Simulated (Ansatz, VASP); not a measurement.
# One calculation of Si5Mo, two programs

```
Si Mo
1.0
     3.59720    2.07684    2.71875
    -3.59720    2.07684    2.71875
     0.00000   -4.15369    2.71875
Si Mo
5 1
Direct
  0.00000 0.00000 0.50000
  0.50000 0.00000 0.00000
  0.00000 0.50000 0.00000
  0.32772 0.32772 0.32772
  0.67228 0.67228 0.67228
  0.00000 0.00000 0.00000
```

Alike in both runs: task single point; functional PBE; k mesh 6 × 6 × 6; occupations gaussian, width 0.1 eV; collinear spin.

|  | VASP | Ansatz |
| --- | --- | --- |
| version | VASP 6.6.1 | Ansatz 0.2.0 |
| potentials or method | VASP PAW PBE potentials, release 64 (Si, Mo_sv), cutoff 520 eV | scalar-relativistic, plane waves, PAW |
| valence electrons in the cell | 34 | 34 |

```tsv
	VASP	Ansatz	Ansatz less VASP
gap on the k mesh at the Fermi level (eV)	none	none	-
pressure (GPa)	-0.1	-0.1	-0.03
rms of the force components (eV/Å)	0.006	0.004	-0.0022
net moment per atom (μB)	0.00	0.00	0.000
```

Atom by atom the forces differ by 0.002 eV/Å (rms over components). A gap of «none» marks a metal or a gap that the smearing closes. With one functional, cell and mesh, what is left measures potentials, basis and numerics. Ansatz's warnings: seeded moment not kept.
